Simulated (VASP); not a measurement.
# Al2Cu (P4/mmm) in VASP: notebook

The runs below take Al2Cu through single point, with LDA.

All numbers are computed with VASP 6.6.1; they aren't measurements. Logs are shortened: lines on timing, memory, paths and dates and some standing lists are left out, and cuts for length are marked.

### Step 1. The cell of the first run

It takes space group P4/mmm (No. 123, tetragonal). The conventional cell has a = 3.948 Å, b = 3.948 Å, c = 2.671 Å, α = 90.00°, β = 90.00°, γ = 90.00°. Al (site symmetry mmm) has 4 Cu at 2.38 Å and 6 Al at 2.67 to 2.79 Å within 3.1 Å. Cu (site symmetry 4/mmm) has 8 Al at 2.38 Å and 2 Cu at 2.67 Å within 3.1 Å.

### Step 2. Single point, LDA

File INCAR:

```
PREC = Accurate
ENCUT = 520
EDIFF = 1E-7
ISMEAR = 0
SIGMA = 0.15
LREAL = F
LASPH = T
NELM = 100
ALGO = Normal
ISIF = 2
LWAVE = F
LCHARG = F
NBANDS = 16
```

File KPOINTS:

```
Automatic mesh
0
Gamma
  10 10 14
```

File POSCAR:

```
Al2Cu
1.0
    3.9479000000      0.0000000000      0.0000000000
    0.0000000000      3.9479000000      0.0000000000
    0.0000000000      0.0000000000      2.6709000000
Al Cu
2 1
Direct
    0.5000000000      0.0000000000      0.5000000000
    0.0000000000      0.5000000000      0.5000000000
    0.0000000000      0.0000000000      0.0000000000
```

Potentials or basis: VASP PAW LDA potentials, release 64 (Al, Cu).

The run is started by

```
> cat potpaw_LDA.64/Al/POTCAR potpaw_LDA.64/Cu/POTCAR > POTCAR
> mpirun -np 1 vasp_std > vasp.out
```

OUTCAR:

```text
PREC = Accurate
   ENCUT = 520
   EDIFF = 1E-7
   ISMEAR = 0
   LREAL = F
   LASPH = T
   NELM = 100
   ISIF = 2

 ion  position               nearest neighbor table
   1  0.500  0.000  0.500-   3 2.38   3 2.38   3 2.38   3 2.38   2 2.79   2 2.79   2 2.79   2 2.79

   2  0.000  0.500  0.500-   3 2.38   3 2.38   3 2.38   3 2.38   1 2.79   1 2.79   1 2.79   1 2.79

   3  0.000  0.000  0.000-   1 2.38   2 2.38   1 2.38   2 2.38   2 2.38   2 2.38   1 2.38   1 2.38

  LATTYP: Found a simple tetragonal cell.
 ALAT       =     3.9479000000
 C/A-ratio  =     0.6765368930

  Lattice vectors:

 A1 = (   3.9479000000,   0.0000000000,   0.0000000000)
 A2 = (   0.0000000000,   3.9479000000,   0.0000000000)
 A3 = (   0.0000000000,   0.0000000000,   2.6709000000)

Analysis of symmetry for initial positions (statically):
=====================================================================
 Subroutine PRICEL returns:
 Original cell was already a primitive cell.

 Routine SETGRP: Setting up the symmetry group for a
 simple tetragonal supercell.

 Subroutine GETGRP returns: Found 16 space group operations
 (whereof 16 operations were pure point group operations)
 out of a pool of 16 trial point group operations.

The static configuration has the point symmetry D_4h.

Analysis of symmetry for dynamics (positions and initial velocities):
=====================================================================
 Subroutine PRICEL returns:
 Original cell was already a primitive cell.

 Routine SETGRP: Setting up the symmetry group for a
 simple tetragonal supercell.

 Subroutine GETGRP returns: Found 16 space group operations
 (whereof 16 operations were pure point group operations)
 out of a pool of 16 trial point group operations.

The dynamic configuration has the point symmetry D_4h.

 Subroutine INISYM returns: Found 16 space group operations
 (whereof 16 operations are pure point group operations),
 and found     1 'primitive' translations

----------------------------------------------------------------------------------------

                                     Primitive cell

  volume of cell :      41.6284

  direct lattice vectors                    reciprocal lattice vectors
     3.947900000  0.000000000  0.000000000     0.253299222  0.000000000  0.000000000
     0.000000000  3.947900000  0.000000000     0.000000000  0.253299222  0.000000000
     0.000000000  0.000000000  2.670900000     0.000000000  0.000000000  0.374405631

  length of vectors
     3.947900000  3.947900000  2.670900000     0.253299222  0.253299222  0.374405631

  position of ions in fractional coordinates (direct lattice)
     0.500000000  0.000000000  0.500000000
     0.000000000  0.500000000  0.500000000
     0.000000000  0.000000000  0.000000000

  ion indices of the primitive-cell ions
   primitive index   ion index
                 1           1
                 2           2
                 3           3

----------------------------------------------------------------------------------------

 KPOINTS: Automatic mesh

Automatic generation of k-mesh.
 Grid dimensions read from file:
 generate k-points for:   10   10   14

 Generating k-lattice:

  Cartesian coordinates                     Fractional coordinates (reciprocal lattice)
     0.025329922  0.000000000  0.000000000     0.100000000  0.000000000  0.000000000
     0.000000000  0.025329922  0.000000000     0.000000000  0.100000000  0.000000000
     0.000000000  0.000000000  0.026743259     0.000000000  0.000000000  0.071428571

  Length of vectors
     0.025329922  0.025329922  0.026743259

  Shift w.r.t. Gamma in fractional coordinates (k-lattice)
     0.000000000  0.000000000  0.000000000

 Subroutine IBZKPT returns following result:
 ===========================================

 Found    168 irreducible k-points:

 Following reciprocal coordinates:
            Coordinates               Weight
  0.000000  0.000000  0.000000      1.000000
  0.100000  0.000000  0.000000      4.000000
  0.200000  0.000000  0.000000      4.000000
  0.300000  0.000000  0.000000      4.000000
  0.400000  0.000000  0.000000      4.000000
  0.500000  0.000000  0.000000      2.000000
[... 16 lines left out ...]
  0.100000  0.000000  0.071429      8.000000
  0.200000  0.000000  0.071429      8.000000
 [... further k-points ...]
   k-points           NKPTS =    168   k-points in BZ     NKDIM =    168   number of bands    NBANDS=     16
   number of dos      NEDOS =    301   number of ions     NIONS =      3
   total plane-waves  NPLWV =  18000
   dimension x,y,z NGX =    30 NGY =   30 NGZ =   20
   dimension x,y,z NGXF=    60 NGYF=   60 NGZF=   40
   ions per type =               2   1
   NGX,Y,Z   is equivalent  to a cutoff of  12.63, 12.63, 12.45 a.u.
   NGXF,Y,Z  is equivalent  to a cutoff of  25.27, 25.27, 24.90 a.u.
 SYSTEM =  unknown system
   PREC   = accura    normal or accurate (medium, high low for compatibility)
   ISTART =      0    job   : 0-new  1-cont  2-samecut
   ICHARG =      2    charge: 1-file 2-atom 10-const
   ISPIN  =      1    spin polarized calculation?
   LNONCOLLINEAR =      F non collinear calculations
   LSORBIT =      F    spin-orbit coupling
   LASPH  =      T    aspherical Exc in radial PAW
   ENCUT  =  520.0 eV  38.22 Ry    6.18 a.u.   7.34  7.34  4.97*2*pi/ulx,y,z
   NELM   =    100;   NELMIN=  2; NELMDL= -5     # of ELM steps
   EDIFF  = 0.1E-06   stopping-criterion for ELM
   LREAL  =      F    real-space projection
   EDIFFG = 0.1E-05   stopping-criterion for IOM
   NSW    =      0    number of steps for IOM
   IBRION =     -1    ionic relax: 0-MD 1-quasi-New 2-CG
   NFREE  =      0    steps in history (QN), initial steepest desc. (CG)
   ISIF   =      2    stress and relaxation
   ISYM   =      2    0-nonsym 1-usesym 2-fastsym
   POTIM  = 0.5000    time-step for ionic-motion
   TEBEG  =    0.0;   TEEND  =   0.0 temperature during run
   PSTRESS=    0.0 pullay stress
   NELECT =      17.0000    total number of electrons
   NUPDOWN=      -1.0000    fix difference up-down
   EMIN   =  10.00;   EMAX   =-10.00  energy-range for DOS
   EFERMI =   0.00;   METHOD = LEGACY
   ISMEAR =     0;   SIGMA  =   0.15  broadening in eV -4-tet -1-fermi 0-gaus
   EFERMI_NEDOS =   21; number of points for ismear=-14 and -15
   IALGO  =     38    algorithm
[... 39 lines left out ...]
  band No.  band energies     occupation
      1      -2.9463      2.00000
      2       2.3647      2.00000
      3       2.8077      2.00000
      4       3.6645      2.00000
      5       4.0249      2.00000
      6       4.0249      2.00000
[... 8 lines left out ...]
     15      16.4384      0.00000
     16      23.3708      0.00000

 k-point     2 :       0.1000    0.0000    0.0000
  band No.  band energies     occupation
      1      -2.8555      2.00000
      2       2.3257      2.00000
      3       2.7890      2.00000
      4       3.6336      2.00000
      5       4.0231      2.00000
      6       4.0254      2.00000
[... 8 lines left out ...]
     15      17.2406      0.00000
     16      23.1468      0.00000

 k-point     3 :       0.2000    0.0000    0.0000
  band No.  band energies     occupation
      1      -2.5871      2.00000
      2       2.0958      2.00000
      3       2.7520      2.00000
      4       3.5608      2.00000
      5       4.0184      2.00000
      6       4.0266      2.00000
[... 8 lines left out ...]
     15      19.1130      0.00000
     16      22.1968      0.00000

 k-point     4 :       0.3000    0.0000    0.0000
  band No.  band energies     occupation
      1      -2.1585      2.00000
      2       1.4713      2.00000
      3       2.7471      2.00000
      4       3.4832      2.00000
      5       3.7637      2.00000
      6       4.0126      2.00000
[... 8 lines left out ...]
     15      21.1493      0.00000
     16      21.1825      0.00000

 k-point     5 :       0.4000    0.0000    0.0000
  band No.  band energies     occupation
      1      -1.6307      2.00000
      2       0.6662      2.00000
      3       2.7640      2.00000
      4       3.4276      2.00000
      5       3.5969      2.00000
      6       4.0079      2.00000
[... 8 lines left out ...]
     15      20.3248      0.00000
     16      21.8978      0.00000

 k-point     6 :       0.5000    0.0000    0.0000
  band No.  band energies     occupation
      1      -1.2975      2.00000
      2       0.2178      2.00000
      3       2.7728      2.00000
      4       3.4078      2.00000
      5       3.5620      2.00000
      6       4.0061      2.00000
[... 8 lines left out ...]
     15      19.9355      0.00000
     16      21.1140      0.00000

 k-point     7 :       0.1000    0.1000    0.0000
  band No.  band energies     occupation
      1      -2.7645      2.00000
      2       2.3033      2.00000
      3       2.7638      2.00000
      4       3.5950      2.00000
      5       4.0234      2.00000
      6       4.0238      2.00000
[... 8 lines left out ...]
     15      18.3119      0.00000
     16      22.9634      0.00000

 k-point     8 :       0.2000    0.1000    0.0000
  band No.  band energies     occupation
      1      -2.4960      2.00000
      2       2.1205      2.00000
      3       2.7105      2.00000
      4       3.5056      2.00000
      5       4.0189      2.00000
      6       4.0249      2.00000
[... 8 lines left out ...]
     15      19.5992      0.00000
     16      22.2286      0.00000

 k-point     9 :       0.3000    0.1000    0.0000
  band No.  band energies     occupation
      1      -2.0669      2.00000
      2       1.5323      2.00000
      3       2.7093      2.00000
      4       3.4204      2.00000
      5       3.8151      2.00000
      6       4.0132      2.00000
[... 8 lines left out ...]
     15      21.1654      0.00000
     16      21.2494      0.00000
[... 172 lines left out ...]
 k-point    19 :       0.4000    0.4000    0.0000
  band No.  band energies     occupation
      1      -0.2635      2.00000
      2       1.6157      2.00000
      3       1.7836      2.00000
      4       2.8120      2.00000
      5       3.6072      2.00000
      6       3.8730      2.00000
[... 8 lines left out ...]
     15      20.6170      0.00000
     16      21.1952      0.00000

 k-point    20 :       0.5000    0.4000    0.0000
  band No.  band energies     occupation
      1       0.1185      2.00000
      2       1.2578      2.00000
      3       1.9637      2.00000
      4       2.6164      2.00000
      5       3.5497      2.00000
      6       3.8050      2.00000
[... 8 lines left out ...]
     15      20.1695      0.00000
     16      20.3744      0.00000

 k-point    21 :       0.5000    0.5000    0.0000
  band No.  band energies     occupation
      1       0.5406      2.00000
      2       1.5211      2.00000
      3       1.5211      2.00000
      4       2.3648      2.00000
      5       3.5237      2.00000
      6       3.6887      2.00000
[... 8 lines left out ...]
     15      19.8333      0.00000
     16      19.8333      0.00000

 k-point    22 :       0.0000    0.0000    0.0714
  band No.  band energies     occupation
      1      -2.8371      2.00000
      2       2.4005      2.00000
      3       2.8583      2.00000
      4       3.6778      2.00000
      5       3.8980      2.00000
      6       3.8980      2.00000
[... 8 lines left out ...]
     15      18.1407      0.00000
     16      22.4193      0.00000

 k-point    23 :       0.1000    0.0000    0.0714
  band No.  band energies     occupation
      1      -2.7464      2.00000
      2       2.3626      2.00000
      3       2.8404      2.00000
      4       3.6461      2.00000
      5       3.8841      2.00000
      6       3.9046      2.00000
[... 8 lines left out ...]
     15      18.5557      0.00000
     16      21.6751      0.00000

 k-point    24 :       0.2000    0.0000    0.0714
  band No.  band energies     occupation
      1      -2.4783      2.00000
      2       2.1420      2.00000
      3       2.8023      2.00000
      4       3.5746      2.00000
      5       3.8258      2.00000
      6       3.9160      2.00000
[... 8 lines left out ...]
     15      19.3323      0.00000
     16      20.6078      0.00000

 [... further k-points ...]
[... 5 lines left out ...]
  --------------------------------------------------------------------------------------
  -------------------------------------------------------------------------------------
  Total        3.2651790      3.2651790      4.4827651      0.0000000     -0.0000000      0.0000000
  in kB      125.6688566    125.6688566    172.5308054      0.0000000     -0.0000000      0.0000000
  external PRESSURE =     141.2895062 kB  Pullay stress =       0.0000000 kB

 VOLUME and BASIS-vectors are now :
 -----------------------------------------------------------------------------
  energy-cutoff  :      520.00
  volume of cell :       41.63
      direct lattice vectors                 reciprocal lattice vectors
     3.947900000  0.000000000  0.000000000     0.253299222  0.000000000  0.000000000
     0.000000000  3.947900000  0.000000000     0.000000000  0.253299222  0.000000000
     0.000000000  0.000000000  2.670900000     0.000000000  0.000000000  0.374405631

 POSITION                                       TOTAL-FORCE (eV/Angst)
 -----------------------------------------------------------------------------------
      1.97395      0.00000      1.33545         0.000000      0.000000      0.000000
      0.00000      1.97395      1.33545         0.000000      0.000000      0.000000
      0.00000      0.00000      0.00000         0.000000      0.000000      0.000000
 -----------------------------------------------------------------------------------
    total drift:                               -0.000000     -0.000000     -0.000000

  FREE ENERGIE OF THE ION-ELECTRON SYSTEM (eV)
  ---------------------------------------------------
  free  energy   TOTEN  =       -13.0362971807 eV

  energy  without entropy=      -13.0278985729  energy(sigma->0) =      -13.03209788
```

It took 58 s on 1 thread of AMD EPYC 9R45 (Zen 5), shared host; peak memory 0.19 GiB.

What came out:

```yaml
Free_energy: -13.0363 eV
Pressure: 14.1 GPa
```

Levels at points of the mesh, in eV from the Fermi level:
| k point | band 5 | band 6 | band 7 | band 8 | band 9 | band 10 | band 11 | band 12 | band 13 | band 14 |
| --- | --- | --- | --- | --- | --- | --- | --- | --- | --- | --- |
| (0.00, 0.00, 0.00) | -4.72 | -4.72 | -2.98 | -2.98 | -0.02 | 0.58 | 6.34 | 6.34 | 7.11 | 7.61 |
| (0.50, 0.00, 0.00) | -5.18 | -4.73 | -4.71 | -1.60 | 1.44 | 1.50 | 2.01 | 8.47 | 9.13 | 9.95 |
| (0.50, 0.50, 0.00) | -5.22 | -5.05 | -4.73 | -4.73 | -2.86 | 8.72 | 8.72 | 10.65 | 10.73 | 10.90 |
| (0.00, 0.00, 0.50) | -5.64 | -4.81 | -3.27 | 2.56 | 2.56 | 2.59 | 3.05 | 3.05 | 3.19 | 5.04 |
| (0.50, 0.00, 0.50) | -4.91 | -4.90 | -3.57 | -2.59 | -1.57 | 3.94 | 4.05 | 5.02 | 5.85 | 6.49 |
| (0.50, 0.50, 0.50) | -4.62 | -3.84 | -2.69 | -2.69 | -0.84 | -0.76 | 0.52 | 0.52 | 2.21 | 12.82 |

### Step 3. Single point, LDA

This run uses another cell than the first one, of 13.97 Å³/atom, 1.006 times its volume.

File INCAR:

```
  PREC = Accurate
  ENCUT = 520
  EDIFF = 1E-6
  ISMEAR = 0
  SIGMA = 0.15
  LREAL = F
  LASPH = T
  NELM = 80
  ALGO = Normal
  ISIF = 2
  LWAVE = F
  LCHARG = F
  GGA = CA
  NBANDS = 16
```

KPOINTS is that of step 2.

File POSCAR:

```
Al2Cu
1.0
    3.8536000000      0.0000000000      0.0000000000
    0.0000000000      3.8536000000      0.0000000000
    0.0000000000      0.0000000000      2.8213781230
Al Cu
2 1
Direct
    0.5000000000      0.0000000000      0.5000000000
    0.0000000000      0.5000000000      0.5000000000
    0.0000000000      0.0000000000      0.0000000000
```

Potentials or basis: VASP PAW LDA potentials, release 64 (Al, Cu).

The run is started by

```
> cat potpaw_LDA.64/Al/POTCAR potpaw_LDA.64/Cu/POTCAR > POTCAR
> mpirun -np 1 vasp_std > vasp.out
```

It took 62 s on 1 thread of AMD EPYC 9R45 (Zen 5), shared host; peak memory 0.19 GiB.

Results (log left out):

```yaml
Free_energy: -13.0442 eV
Pressure: 12.9 GPa
```

Stress tensor (GPa, compression positive):
```
15.25  0.00  0.00
 0.00 15.25  0.00
 0.00  0.00  8.19
```

Levels at points of the mesh, in eV from the Fermi level:
| k point | band 7 | band 8 | band 9 | band 10 | band 11 | band 12 |
| --- | --- | --- | --- | --- | --- | --- |
| (0.00, 0.00, 0.00) | -2.39 | -2.39 | 0.84 | 1.06 | 5.78 | 7.31 |
| (0.50, 0.00, 0.00) | -4.63 | -0.88 | 2.00 | 2.20 | 2.92 | 7.33 |
| (0.50, 0.50, 0.00) | -4.67 | -4.61 | -2.61 | 9.00 | 9.00 | 9.23 |
| (0.00, 0.00, 0.50) | -3.43 | 2.88 | 2.88 | 2.90 | 2.90 | 3.07 |
| (0.50, 0.00, 0.50) | -3.44 | -2.81 | -1.84 | 3.98 | 4.37 | 4.93 |
| (0.50, 0.50, 0.50) | -2.41 | -2.41 | -1.26 | -1.05 | 0.33 | 0.33 |

### Step 4. Single point, LDA

This run uses another cell than the first one, of 14.00 Å³/atom, 1.009 times its volume.

File INCAR:

```
PREC = Accurate ; ENCUT = 520
EDIFF = 1E-6 ; ISMEAR = 0
SIGMA = 0.15 ; LREAL = F
LASPH = T ; NELM = 100
ALGO = Fast ; ISIF = 2
LWAVE = F ; LCHARG = F
NBANDS = 16
```

KPOINTS is that of step 3.

File POSCAR:

```
Al2Cu
1.0
    3.7593000000      0.0000000000      0.0000000000
    0.0000000000      3.7593000000      0.0000000000
    0.0000000000      0.0000000000      2.9719000000
Al Cu
2 1
Direct
    0.5000000000      0.0000000000      0.5000000000
    0.0000000000      0.5000000000      0.5000000000
    0.0000000000      0.0000000000      0.0000000000
```

The run is started by

```
> cat potpaw_LDA.64/Al/POTCAR potpaw_LDA.64/Cu/POTCAR > POTCAR
> mpirun -np 1 vasp_std > vasp.out
```

Wall time 77 s (1 thread of AMD EPYC 9R45 (Zen 5), shared host); peak memory 0.19 GiB.

The run converged. Its results:

```
Free energy : -12.9049 eV
Pressure    : 13.6 GPa
```

Stress tensor (GPa, compression positive):
```
17.93  0.00  0.00
 0.00 17.93  0.00
 0.00  0.00  4.87
```

Levels at points of the mesh, in eV from the Fermi level:
```
           k point  band 5  band 6  band 7  band 8  band 9  band 10  band 11  band 12  band 13  band 14
(0.00, 0.00, 0.00)   -4.61   -4.53   -1.88   -1.88    1.40     1.62     4.09     6.59     8.28     8.53
(0.50, 0.00, 0.00)   -4.69   -4.59   -4.51   -0.25    2.44     2.75     3.72     5.77     8.14     9.03
(0.50, 0.50, 0.00)   -4.66   -4.66   -4.58   -4.27   -2.48     7.78     8.87     8.87     9.59     9.59
(0.00, 0.00, 0.50)   -5.18   -4.38   -3.63    2.73    2.73     2.92     3.18     3.18     4.05     5.27
(0.50, 0.00, 0.50)   -4.51   -4.37   -3.38   -3.08   -2.11     3.92     4.79     4.83     6.18     7.75
(0.50, 0.50, 0.50)   -4.19   -4.19   -2.18   -2.18   -1.71    -1.28     0.12     0.12     2.43    14.54
```

### Step 5. Overview

```tsv
cell	gap on the mesh (eV)	pressure (GPa)
a = 3.948, b = 3.948, c = 2.671 Å, 3 atoms	none	14.1
a = 3.854, b = 3.854, c = 2.821 Å, 3 atoms	none	12.9
a = 3.759, b = 3.759, c = 2.972 Å, 3 atoms	none	13.6
```

Alike in all rows: task single point; level LDA; potentials or basis VASP PAW LDA potentials, release 64 (Al, Cu); no spin polarisation; k mesh 10 × 10 × 14; cutoff (eV) 520; smearing gaussian 0.15 eV.

Total energies depend on the potentials used, so only differences within one code and one set of settings carry meaning.
